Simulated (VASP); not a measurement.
# Si2W (I4/mmm) in VASP: notebook

The runs below take Si2W through single point, with PBEsol.

All numbers are computed with VASP 6.6.1; they aren't measurements. Logs are shortened: lines on timing, memory, paths and dates and some standing lists are left out, and cuts for length are marked.

### Step 1. The cell of the first run

The structure is tetragonal, space group I4/mmm (No. 139). The conventional cell has a = 3.202 Å, b = 3.202 Å, c = 7.816 Å, α = 90.00°, β = 90.00°, γ = 90.00°. Si (site symmetry 4mm) has 9 Si at 2.59 to 3.20 Å and 5 W at 2.61 Å within 3.4 Å. W (site symmetry 4/mmm) has 10 Si at 2.61 Å and 4 W at 3.20 Å within 3.4 Å.

### Step 2. Single point, PBEsol

The input, INCAR:

```
ALGO = Normal
EDIFF = 1E-6
ENCUT = 520
GGA = PS
ISIF = 2
ISMEAR = 0
LASPH = T
LCHARG = F
LREAL = F
LWAVE = F
NBANDS = 18
NELM = 80
PREC = Accurate
SIGMA = 0.15
```

The input, KPOINTS:

```
k-points
0
Gamma
  20 20 20
```

The input, POSCAR:

```
Si2W
1.0
   -1.6012497820      1.6012497820      3.9078662611
    1.6012497820     -1.6012497820      3.9078662611
    1.6012497820      1.6012497820     -3.9078662611
Si W
2 1
Direct
    0.3344989448      0.3344989448      0.0000000000
    0.6655010552      0.6655010552      0.0000000000
    0.0000000000      0.0000000000      0.0000000000
```

Potentials or basis: VASP PAW PBE potentials, release 64 (Si, W_sv).

Launch:

```bash
$ cat potpaw_PBE.64/Si/POTCAR potpaw_PBE.64/W_sv/POTCAR > POTCAR
$ mpirun -np 1 vasp_std > vasp.out
```

OUTCAR:

```text
EDIFF = 1E-6
   ENCUT = 520
   GGA = PS
   ISIF = 2
   ISMEAR = 0
   LASPH = T
   LREAL = F
   NELM = 80
   PREC = Accurate

 ion  position               nearest neighbor table
   1  0.334  0.334  0.000-   2 2.59   3 2.61   3 2.61   3 2.61   3 2.61   3 2.61   2 2.62   2 2.62
                             2 2.62   2 2.62
   2  0.666  0.666  0.000-   1 2.59   3 2.61   3 2.61   3 2.61   3 2.61   3 2.61   1 2.62   1 2.62
                             1 2.62   1 2.62
   3  0.000  0.000  0.000-   2 2.61   2 2.61   2 2.61   1 2.61   2 2.61   1 2.61   1 2.61   1 2.61
                             1 2.61   2 2.61

  LATTYP: Found a body centered tetragonal cell.
 ALAT       =     3.2024995640
 C/A-ratio  =     2.4405100972

  Lattice vectors:

 A1 = (  -1.6012497820,   1.6012497820,   3.9078662611)
 A2 = (   1.6012497820,  -1.6012497820,   3.9078662611)
 A3 = (   1.6012497820,   1.6012497820,  -3.9078662611)

Analysis of symmetry for initial positions (statically):
=====================================================================
 Subroutine PRICEL returns:
 Original cell was already a primitive cell.

 Routine SETGRP: Setting up the symmetry group for a
 body centered tetragonal supercell.

 Subroutine GETGRP returns: Found 16 space group operations
 (whereof 16 operations were pure point group operations)
 out of a pool of 16 trial point group operations.

The static configuration has the point symmetry D_4h.

Analysis of symmetry for dynamics (positions and initial velocities):
=====================================================================
 Subroutine PRICEL returns:
 Original cell was already a primitive cell.

 Routine SETGRP: Setting up the symmetry group for a
 body centered tetragonal supercell.

 Subroutine GETGRP returns: Found 16 space group operations
 (whereof 16 operations were pure point group operations)
 out of a pool of 16 trial point group operations.

The dynamic configuration has the point symmetry D_4h.

 Subroutine INISYM returns: Found 16 space group operations
 (whereof 16 operations are pure point group operations),
 and found     1 'primitive' translations

----------------------------------------------------------------------------------------

                                     Primitive cell

  volume of cell :      40.0791

  direct lattice vectors                    reciprocal lattice vectors
    -1.601249782  1.601249782  3.907866261     0.000000000  0.312256092  0.127947060
     1.601249782 -1.601249782  3.907866261     0.312256092  0.000000000  0.127947060
     1.601249782  1.601249782 -3.907866261     0.312256092  0.312256092  0.000000000

  length of vectors
     4.516571758  4.516571758  4.516571758     0.337452689  0.337452689  0.441596801

  position of ions in fractional coordinates (direct lattice)
     0.334498945  0.334498945  0.000000000
     0.665501055  0.665501055  0.000000000
     0.000000000  0.000000000  0.000000000

  ion indices of the primitive-cell ions
   primitive index   ion index
                 1           1
                 2           2
                 3           3

----------------------------------------------------------------------------------------

 KPOINTS: k-points

Automatic generation of k-mesh.
 Grid dimensions read from file:
 generate k-points for:   20   20   20

 Generating k-lattice:

  Cartesian coordinates                     Fractional coordinates (reciprocal lattice)
     0.000000000  0.015612805  0.006397353     0.050000000 -0.000000000  0.000000000
     0.015612805  0.000000000  0.006397353    -0.000000000  0.050000000  0.000000000
     0.015612805  0.015612805  0.000000000     0.000000000  0.000000000  0.050000000

  Length of vectors
     0.016872634  0.016872634  0.022079840

  Shift w.r.t. Gamma in fractional coordinates (k-lattice)
     0.000000000  0.000000000  0.000000000

 Subroutine IBZKPT returns following result:
 ===========================================

 Found    641 irreducible k-points:

 Following reciprocal coordinates:
            Coordinates               Weight
  0.000000  0.000000  0.000000      1.000000
  0.050000 -0.000000  0.000000      8.000000
  0.100000 -0.000000  0.000000      8.000000
  0.150000 -0.000000  0.000000      8.000000
  0.200000 -0.000000  0.000000      8.000000
  0.250000 -0.000000  0.000000      8.000000
[... 16 lines left out ...]
 -0.400000  0.050000 -0.000000     16.000000
 -0.350000  0.050000 -0.000000     16.000000
 [... further k-points ...]
   k-points           NKPTS =    641   k-points in BZ     NKDIM =    641   number of bands    NBANDS=     18
   number of dos      NEDOS =    301   number of ions     NIONS =      3
   total plane-waves  NPLWV =  46656
   dimension x,y,z NGX =    36 NGY =   36 NGZ =   36
   dimension x,y,z NGXF=    72 NGYF=   72 NGZF=   72
   ions per type =               2   1
   NGX,Y,Z   is equivalent  to a cutoff of  13.25, 13.25, 13.25 a.u.
   NGXF,Y,Z  is equivalent  to a cutoff of  26.50, 26.50, 26.50 a.u.
 SYSTEM =  unknown system
   PREC   = accura    normal or accurate (medium, high low for compatibility)
   ISTART =      0    job   : 0-new  1-cont  2-samecut
   ICHARG =      2    charge: 1-file 2-atom 10-const
   ISPIN  =      1    spin polarized calculation?
   LNONCOLLINEAR =      F non collinear calculations
   LSORBIT =      F    spin-orbit coupling
   LASPH  =      T    aspherical Exc in radial PAW
   ENCUT  =  520.0 eV  38.22 Ry    6.18 a.u.   8.40  8.40  8.40*2*pi/ulx,y,z
   NELM   =     80;   NELMIN=  2; NELMDL= -5     # of ELM steps
   EDIFF  = 0.1E-05   stopping-criterion for ELM
   LREAL  =      F    real-space projection
   EDIFFG = 0.1E-04   stopping-criterion for IOM
   NSW    =      0    number of steps for IOM
   IBRION =     -1    ionic relax: 0-MD 1-quasi-New 2-CG
   NFREE  =      0    steps in history (QN), initial steepest desc. (CG)
   ISIF   =      2    stress and relaxation
   ISYM   =      2    0-nonsym 1-usesym 2-fastsym
   POTIM  = 0.5000    time-step for ionic-motion
   TEBEG  =    0.0;   TEEND  =   0.0 temperature during run
   PSTRESS=    0.0 pullay stress
   NELECT =      22.0000    total number of electrons
   NUPDOWN=      -1.0000    fix difference up-down
   EMIN   =  10.00;   EMAX   =-10.00  energy-range for DOS
   EFERMI =   0.00;   METHOD = LEGACY
   ISMEAR =     0;   SIGMA  =   0.15  broadening in eV -4-tet -1-fermi 0-gaus
   EFERMI_NEDOS =   21; number of points for ismear=-14 and -15
   IALGO  =     38    algorithm
   IMIX   =      4    mixing-type and parameters
     AMIX     =   0.40;   BMIX     =  1.00
     AMIX_MAG =   1.60;   BMIX_MAG =  1.00
  volume/ion in A,a.u.               =      13.36        90.16
  Fermi-wavevector in a.u.,A,eV,Ry     =   1.340427  2.533039 24.446187  1.796744
  Thomas-Fermi vector in A             =   2.468741
   LORBIT       =      0    0 simple, 1 ext, 2 COOP (PROOUT), +10 PAW based schemes
   GGA     = PS    functional components
   LHFCALC =     F    Hartree Fock is set to
   AEXX    =    0.0000 exact exchange contribution
   IVDW    =     0    specifies the selected vdW correction
   LEPSILON=     F    determine dielectric tensor
   LRPA    =     F    only Hartree local field effects (RPA)
 non-spin polarized calculation
 Gauss-broadening in eV      SIGMA  =   0.15
  energy-cutoff  :      520.00
  volume of cell :       40.08
 maximum number of plane-waves:      1104
 NGX is ok and might be reduce to    36
   NGX = 17   NGY = 17   NGZ = 17

 number of electron      21.9999999 magnetization

 Free energy of the ion-electron system (eV)
  ---------------------------------------------------
  ext. energy  EPLUGINS =         0.00000000
  ---------------------------------------------------
  free energy    TOTEN  =       -26.64116641 eV

  energy without entropy =      -26.63852706  energy(sigma->0) =      -26.63984673

 E-fermi :  11.9769     XC(G=0): -12.6486

 val. band max:       11.9692214218   @ k =  -0.4000  -0.4500   0.4000
 cond. band min:      11.9813091230   @ k =  -0.1500  -0.2500   0.1500
 fundamental gap:      0.0120877012
 Fermi energy:        11.9769395095

 k-point     1 :       0.0000    0.0000    0.0000
  band No.  band energies     occupation
      1     -61.7972      2.00000
      2     -26.0734      2.00000
      3     -26.0429      2.00000
      4     -26.0429      2.00000
      5      -2.1588      2.00000
      6       5.0683      2.00000
[... 10 lines left out ...]
     17      17.7373      0.00000
     18      17.7373      0.00000

 k-point     2 :       0.0500   -0.0000    0.0000
  band No.  band energies     occupation
      1     -61.7970      2.00000
      2     -26.0730      2.00000
      3     -26.0485      2.00000
      4     -26.0423      2.00000
      5      -2.1104      2.00000
      6       5.0741      2.00000
[... 10 lines left out ...]
     17      17.7400      0.00000
     18      17.9238      0.00000

 k-point     3 :       0.1000   -0.0000    0.0000
  band No.  band energies     occupation
      1     -61.7964      2.00000
      2     -26.0717      2.00000
      3     -26.0650      2.00000
      4     -26.0408      2.00000
      5      -1.9661      2.00000
      6       5.0853      2.00000
[... 10 lines left out ...]
     17      17.7763      0.00000
     18      18.3870      0.00000

 k-point     4 :       0.1500   -0.0000    0.0000
  band No.  band energies     occupation
      1     -61.7955      2.00000
      2     -26.0906      2.00000
      3     -26.0698      2.00000
      4     -26.0385      2.00000
      5      -1.7286      2.00000
      6       5.0803      2.00000
[... 10 lines left out ...]
     17      17.9626      0.00000
     18      19.0268      0.00000

 k-point     5 :       0.2000   -0.0000    0.0000
  band No.  band energies     occupation
      1     -61.7944      2.00000
      2     -26.1226      2.00000
      3     -26.0673      2.00000
      4     -26.0356      2.00000
      5      -1.4022      2.00000
      6       5.0131      2.00000
[... 10 lines left out ...]
     17      18.4404      0.00000
     18      19.8019      0.00000

 k-point     6 :       0.2500   -0.0000    0.0000
  band No.  band energies     occupation
      1     -61.7931      2.00000
      2     -26.1579      2.00000
      3     -26.0646      2.00000
      4     -26.0323      2.00000
      5      -0.9927      2.00000
      6       4.8138      2.00000
[... 10 lines left out ...]
     17      19.0483      0.00000
     18      20.6541      0.00000

 k-point     7 :       0.3000   -0.0000    0.0000
  band No.  band energies     occupation
      1     -61.7919      2.00000
      2     -26.1929      2.00000
      3     -26.0619      2.00000
      4     -26.0291      2.00000
      5      -0.5075      2.00000
      6       4.4415      2.00000
[... 10 lines left out ...]
     17      19.3493      0.00000
     18      20.8408      0.00000

 k-point     8 :       0.3500   -0.0000    0.0000
  band No.  band energies     occupation
      1     -61.7908      2.00000
      2     -26.2244      2.00000
      3     -26.0595      2.00000
      4     -26.0261      2.00000
      5       0.0441      2.00000
      6       3.9281      2.00000
[... 10 lines left out ...]
     17      19.1828      0.00000
     18      20.5073      0.00000
[... 229 lines left out ...]
     17      18.8054      0.00000
     18      19.8851      0.00000

 k-point    20 :       0.4500    0.0500    0.0000
  band No.  band energies     occupation
      1     -61.7891      2.00000
      2     -26.2643      2.00000
      3     -26.0559      2.00000
      4     -26.0277      2.00000
      5       1.4124      2.00000
      6       2.6183      2.00000
[... 10 lines left out ...]
     17      18.6963      0.00000
     18      19.2784      0.00000

 k-point    21 :       0.5000    0.0500    0.0000
  band No.  band energies     occupation
      1     -61.7889      2.00000
      2     -26.2697      2.00000
      3     -26.0553      2.00000
      4     -26.0272      2.00000
      5       1.8755      2.00000
      6       2.1437      2.00000
[... 10 lines left out ...]
     17      18.8303      0.00000
     18      18.9976      0.00000

 k-point    22 :      -0.4500    0.0500   -0.0000
  band No.  band energies     occupation
      1     -61.7891      2.00000
      2     -26.2643      2.00000
      3     -26.0555      2.00000
      4     -26.0277      2.00000
      5       1.2453      2.00000
      6       2.7709      2.00000
[... 10 lines left out ...]
     17      18.9511      0.00000
     18      19.3966      0.00000

 k-point    23 :      -0.4000    0.0500   -0.0000
  band No.  band energies     occupation
      1     -61.7897      2.00000
      2     -26.2484      2.00000
      3     -26.0566      2.00000
      4     -26.0292      2.00000
      5       0.6018      2.00000
      6       3.4241      2.00000
[... 10 lines left out ...]
     17      19.0977      0.00000
     18      20.1954      0.00000

 k-point    24 :      -0.3500    0.0500   -0.0000
  band No.  band energies     occupation
      1     -61.7906      2.00000
      2     -26.2236      2.00000
      3     -26.0584      2.00000
      4     -26.0315      2.00000
      5       0.0015      2.00000
      6       4.0444      2.00000
[... 10 lines left out ...]
     17      19.2966      0.00000
     18      20.5659      0.00000

 [... further k-points ...]

------------------------ aborting loop because EDIFF is reached ----------------------------------------

  FORCE on cell =-STRESS in cart. coord.  units (eV):
  Direction    XX          YY          ZZ          XY          YZ          ZX
  --------------------------------------------------------------------------------------
  -------------------------------------------------------------------------------------
  Total        0.0870843      0.0870843      0.0707707      0.0000000      0.0000000      0.0000000
  in kB        3.4812293      3.4812293      2.8290863      0.0000000      0.0000000      0.0000000
  external PRESSURE =       3.2638483 kB  Pullay stress =       0.0000000 kB

 VOLUME and BASIS-vectors are now :
 -----------------------------------------------------------------------------
  energy-cutoff  :      520.00
  volume of cell :       40.08
      direct lattice vectors                 reciprocal lattice vectors
    -1.601249782  1.601249782  3.907866261     0.000000000  0.312256092  0.127947060
     1.601249782 -1.601249782  3.907866261     0.312256092  0.000000000  0.127947060
     1.601249782  1.601249782 -3.907866261     0.312256092  0.312256092  0.000000000

 POSITION                                       TOTAL-FORCE (eV/Angst)
 -----------------------------------------------------------------------------------
      0.00000      0.00000      2.61435        -0.000000     -0.000000     -0.001788
      0.00000      0.00000      5.20138         0.000000      0.000000      0.001788
      0.00000      0.00000      0.00000        -0.000000     -0.000000      0.000000
 -----------------------------------------------------------------------------------
    total drift:                                0.000000     -0.000000     -0.000000

  FREE ENERGIE OF THE ION-ELECTRON SYSTEM (eV)
  ---------------------------------------------------
  free  energy   TOTEN  =       -26.6411664075 eV

  energy  without entropy=      -26.6385270609  energy(sigma->0) =      -26.63984673
```

Wall time 7 min (1 thread of Intel Xeon Platinum 8259CL at 2.50GHz (Skylake/Cascade Lake), shared host); peak memory 0.55 GiB.

What came out:

```yaml
Free_energy: -26.6412 eV
Pressure: 0.3 GPa
Band_gap_on_the_k_mesh: zero (bands 11 and 12 overlap by 1.32 eV)
```

Levels at points of the mesh, in eV from the Fermi level:
| k point | band 7 | band 8 | band 9 | band 10 | band 11 | band 12 | band 13 | band 14 | band 15 | band 16 |
| --- | --- | --- | --- | --- | --- | --- | --- | --- | --- | --- |
| (0.00, 0.00, 0.00) | -3.72 | -3.39 | -2.85 | -2.85 | 0.64 | 2.83 | 2.88 | 3.14 | 3.14 | 4.66 |
| (0.50, 0.00, 0.00) | -5.78 | -4.86 | -2.80 | -2.80 | -0.44 | 2.74 | 2.83 | 3.97 | 4.49 | 5.13 |
| (0.50, 0.50, 0.00) | -6.03 | -5.46 | -5.04 | -3.29 | -1.74 | 2.84 | 3.01 | 3.17 | 3.92 | 4.33 |
| (0.50, 0.50, 0.50) | -3.91 | -2.61 | -0.81 | -0.81 | -0.50 | -0.50 | 0.82 | 4.54 | 5.00 | 6.13 |

Caveat: the PAW data sets were made with another functional, which shifts forces and pressure a little; spin-orbit coupling is left out, which moves the levels of the heavy elements.

### Step 3. Single point, PBEsol

The input, INCAR:

```
  ALGO = Normal
  EDIFF = 1E-6
  ENCUT = 520
  GGA = PS
  ISIF = 2
  ISMEAR = 0
  LASPH = True
  LCHARG = True
  LELF = True
  LREAL = False
  LVHAR = True
  LWAVE = False
  NBANDS = 18
  NELM = 60
  PREC = Accurate
  SIGMA = 0.15
```

The input, KPOINTS:

```
k-points
0
Gamma
  24 24 24
```

POSCAR is that of step 2.

Potentials or basis: VASP PAW PBE potentials, release 64 (Si, W_sv).

Launch:

```bash
$ cat potpaw_PBE.64/Si/POTCAR potpaw_PBE.64/W_sv/POTCAR > POTCAR
$ mpirun -np 1 vasp_std > vasp.out
```

It took 12 min on 1 thread of Intel Xeon Platinum 8259CL at 2.50GHz (Skylake/Cascade Lake), shared host; peak memory 0.79 GiB.

Results (log left out):

- Free energy: -26.6411 eV
- Pressure: 0.3 GPa
- Largest force: 0.006 eV/Å
- Band gap on the k mesh: zero (bands 11 and 12 overlap by 1.33 eV)

Forces on the atoms (eV/Å):
```
Si   0.000  0.000 -0.006
Si   0.000  0.000  0.006
W    0.000  0.000  0.000
```

Levels at points of the mesh, in eV from the Fermi level:
```csv
k point,band 7,band 8,band 9,band 10,band 11,band 12,band 13,band 14,band 15,band 16
"(0.00, 0.00, 0.00)",-3.73,-3.40,-2.86,-2.86,0.63,2.82,2.87,3.13,3.13,4.65
"(0.50, 0.00, 0.00)",-5.79,-4.87,-2.81,-2.81,-0.45,2.73,2.82,3.96,4.48,5.12
"(0.50, 0.50, 0.00)",-6.04,-5.47,-5.05,-3.30,-1.75,2.83,3.00,3.16,3.91,4.32
"(0.50, 0.50, 0.50)",-3.92,-2.62,-0.82,-0.82,-0.51,-0.51,0.81,4.53,4.99,6.12
```

Caveat: the PAW data sets were made with another functional, which shifts forces and pressure a little; spin-orbit coupling is left out, which moves the levels of the heavy elements.

(Continued in part 2 of 2.)
